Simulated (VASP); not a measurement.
# SiO2 (P6_222) in VASP: a series of runs, part 2 of 2

VASP 6.6.1. The steps go on from the part before.

**4. Single point, PBE (strain -0.040 along x and y, +0.000 along z)**

INCAR

```
PREC     = Accurate       # precision mode
ENCUT    = 520            # plane-wave cutoff, eV
EDIFF    = 1E-7           # SCF threshold, eV
ISMEAR   = 0              # smearing method
SIGMA    = 0.05           # smearing width, eV
LREAL    = False          # projectors in reciprocal space
LASPH    = True           # aspherical terms in the spheres
NELM     = 100            # most SCF steps
ALGO     = Normal         # electronic algorithm
ISIF     = 2              # what is computed and relaxed
LWAVE    = False          # write WAVECAR
LCHARG   = False          # write CHGCAR
GGA      = PE             # functional
NBANDS   = 34             # bands
```

KPOINTS

```
Automatic mesh
0
Gamma
  6 6 4
```

POSCAR

```
SiO2
1.0
    4.9007002161      0.0000000000      0.0000000000
   -2.4503501080      4.2441308835      0.0000000000
    0.0000000000      0.0000000000      5.5846859247
Si O
3 6
Direct
    0.5000000000      0.0000000000      0.0000000000
    0.5000000000      0.5000000000      0.3333333333
    0.0000000000      0.5000000000      0.6666666667
    0.4159266453      0.2079633227      0.1666666667
    0.2079633227      0.4159266453      0.5000000000
    0.7920366773      0.2079633227      0.8333333333
    0.5840733547      0.7920366773      0.1666666667
    0.7920366773      0.5840733547      0.5000000000
    0.2079633227      0.7920366773      0.8333333333
```

Potentials or basis: VASP PAW PBE potentials, release 64 (Si, O).

Started as:

```bash
$ cat potpaw_PBE.64/Si/POTCAR potpaw_PBE.64/O/POTCAR > POTCAR
$ mpirun -np 1 vasp_std > vasp.out
```

OUTCAR:

```text
PREC = Accurate
   ENCUT = 520
   EDIFF = 1E-7
   ISMEAR = 0
   LREAL = False
   LASPH = True
   NELM = 100
   ISIF = 2
   GGA = PE

 ion  position               nearest neighbor table
   1  0.500  0.000  0.000-   6 1.58   9 1.58   7 1.58   4 1.58   2 3.08   2 3.08   3 3.08   3 3.08

   2  0.500  0.500  0.333-   4 1.58   7 1.58   5 1.58   8 1.58   1 3.08   1 3.08   3 3.08   3 3.08

   3  0.000  0.500  0.667-   6 1.58   9 1.58   8 1.58   5 1.58   1 3.08   1 3.08   2 3.08   2 3.08

   4  0.416  0.208  0.167-   2 1.58   1 1.58
   5  0.208  0.416  0.500-   2 1.58   3 1.58
   6  0.792  0.208  0.833-   3 1.58   1 1.58
   7  0.584  0.792  0.167-   2 1.58   1 1.58
   8  0.792  0.584  0.500-   2 1.58   3 1.58
   9  0.208  0.792  0.833-   3 1.58   1 1.58

  LATTYP: Found a hexagonal cell.
 ALAT       =     4.9007002161
 C/A-ratio  =     1.1395689755

  Lattice vectors:

 A1 = (   4.9007002161,   0.0000000000,   0.0000000000)
 A2 = (  -2.4503501080,   4.2441308835,   0.0000000000)
 A3 = (   0.0000000000,   0.0000000000,   5.5846859247)

Analysis of symmetry for initial positions (statically):
=====================================================================
 Subroutine PRICEL returns:
 Original cell was already a primitive cell.

 Routine SETGRP: Setting up the symmetry group for a
 hexagonal supercell.

 Subroutine GETGRP returns: Found 12 space group operations
 (whereof  4 operations were pure point group operations)
 out of a pool of 24 trial point group operations.

The static configuration has the point symmetry D_2 .
 The point group associated with its full space group is D_6 .

Analysis of symmetry for dynamics (positions and initial velocities):
[... 142 lines left out ...]
     AMIX_MAG =   1.60;   BMIX_MAG =  1.00
  volume/ion in A,a.u.               =      12.91        87.10
  Fermi-wavevector in a.u.,A,eV,Ry     =   1.219383  2.304299 20.230423  1.486894
  Thomas-Fermi vector in A             =   2.354637
   LORBIT       =      0    0 simple, 1 ext, 2 COOP (PROOUT), +10 PAW based schemes
   GGA     = PE    functional components
   LHFCALC =     F    Hartree Fock is set to
   AEXX    =    0.0000 exact exchange contribution
   IVDW    =     0    specifies the selected vdW correction
   LEPSILON=     F    determine dielectric tensor
   LRPA    =     F    only Hartree local field effects (RPA)
 non-spin polarized calculation
 Gauss-broadening in eV      SIGMA  =   0.05
  energy-cutoff  :      520.00
  volume of cell :      116.16
 maximum number of plane-waves:      3152
   NGX = 19   NGY = 19   NGZ = 21

 number of electron      48.0000030 magnetization

 Free energy of the ion-electron system (eV)
  ---------------------------------------------------
  ext. energy  EPLUGINS =         0.00000000
  ---------------------------------------------------
  free energy    TOTEN  =       -70.60304033 eV

  energy without entropy =      -70.60304033  energy(sigma->0) =      -70.60304033

 E-fermi :   1.2929     XC(G=0):  -8.9488

 val. band max:        1.0029947275   @ k =   0.0000   0.0000   0.5000
 cond. band min:       6.9448725106   @ k =   0.0000   0.0000   0.0000
 fundamental gap:      5.9418777830
 Fermi energy:         1.2928693756

 k-point     1 :       0.0000    0.0000    0.0000
  band No.  band energies     occupation
      1     -18.7743      2.00000
      2     -17.2650      2.00000
      3     -17.2650      2.00000
      4     -16.5140      2.00000
      5     -16.4729      2.00000
      6     -16.4729      2.00000
[... 766 lines left out ...]
     33      12.8208      0.00000
     34      12.9114      0.00000

------------------------ aborting loop because EDIFF is reached ----------------------------------------

  FORCE on cell =-STRESS in cart. coord.  units (eV):
  Direction    XX          YY          ZZ          XY          YZ          ZX
  --------------------------------------------------------------------------------------
  -------------------------------------------------------------------------------------
  Total       12.6291574     12.6291574     11.0517963      0.0000000      0.0000000      0.0000000
  in kB      174.1964490    174.1964490    152.4395973      0.0000000      0.0000000      0.0000000
  external PRESSURE =     166.9441651 kB  Pullay stress =       0.0000000 kB

 VOLUME and BASIS-vectors are now :
 -----------------------------------------------------------------------------
  energy-cutoff  :      520.00
  volume of cell :      116.16
      direct lattice vectors                 reciprocal lattice vectors
     4.900700216  0.000000000  0.000000000     0.204052473  0.117809750  0.000000000
    -2.450350108  4.244130883  0.000000000     0.000000000  0.235619501  0.000000000
     0.000000000  0.000000000  5.584685925     0.000000000  0.000000000  0.179061099

 POSITION                                       TOTAL-FORCE (eV/Angst)
 -----------------------------------------------------------------------------------
      2.45035      0.00000      0.00000        -0.000000     -0.000000     -0.000000
      1.22518      2.12207      1.86156        -0.000000     -0.000000      0.000000
     -1.22518      2.12207      3.72312        -0.000000     -0.000000      0.000000
      1.52875      0.88262      0.93078        -0.609130     -0.351681      0.000000
      0.00000      1.76525      2.79234        -0.000000     -0.703363     -0.000000
      3.37195      0.88262      4.65390         0.609130     -0.351681     -0.000000
      0.92160      3.36151      0.93078         0.609130      0.351681      0.000000
      2.45035      2.47888      2.79234         0.000000      0.703363     -0.000000
     -0.92160      3.36151      4.65390        -0.609130      0.351681     -0.000000
 -----------------------------------------------------------------------------------
    total drift:                                0.000000     -0.000000      0.000001

  FREE ENERGIE OF THE ION-ELECTRON SYSTEM (eV)
  ---------------------------------------------------
  free  energy   TOTEN  =       -70.6030403310 eV

  energy  without entropy=      -70.6030403310  energy(sigma->0) =      -70.60304033
```

Wall time 39 s (1 thread of Intel Xeon 6975P-C (Granite Rapids), shared host); peak memory 0.24 GiB.

Results:

| Quantity | Value |
| --- | --- |
| Free energy | -70.6030 eV |
| Pressure | 16.7 GPa |
| Largest force | 0.703 eV/Å |
| Band gap on the k mesh | 5.94 eV (least direct gap 6.07 eV) |

Forces in eV/Å, atoms in the order of the input:
```
Si   0.000  0.000  0.000
Si   0.000  0.000  0.000
Si   0.000  0.000  0.000
O   -0.609 -0.352  0.000
O    0.000 -0.703  0.000
O    0.609 -0.352  0.000
O    0.609  0.352  0.000
O    0.000  0.703  0.000
O   -0.609  0.352  0.000
```

Caveat: the cell differs from its parent crystal (strain -0.040 along x and y, +0.000 along z); the cell stands under pressure. A k mesh can miss the band edges.

**5. The runs side by side**

```csv
cell,gap on the mesh (eV),pressure (GPa),largest force (eV/Å)
"a = 4.697, b = 4.697, c = 6.031 Å, angles 90.0, 90.0, 120.0°, 9 atoms",5.44,16.0,0.88
"a = 5.105, b = 5.105, c = 5.138 Å, angles 90.0, 90.0, 120.0°, 9 atoms",5.93,16.6,0.57
"a = 4.901, b = 4.901, c = 5.585 Å, angles 90.0, 90.0, 120.0°, 9 atoms",5.94,16.7,0.70
```

Alike in all rows: task single point; level PBE; potentials or basis VASP PAW PBE potentials, release 64 (Si, O); no spin polarisation; k mesh 6 × 6 × 4; cutoff (eV) 520; smearing gaussian 0.05 eV.

Caveats: the cell stands under pressure (at least some runs); the stress differs along the axes, from 8 to 20 GPa (at least some runs).

Absolute energies hang on the potentials; compare differences alone.
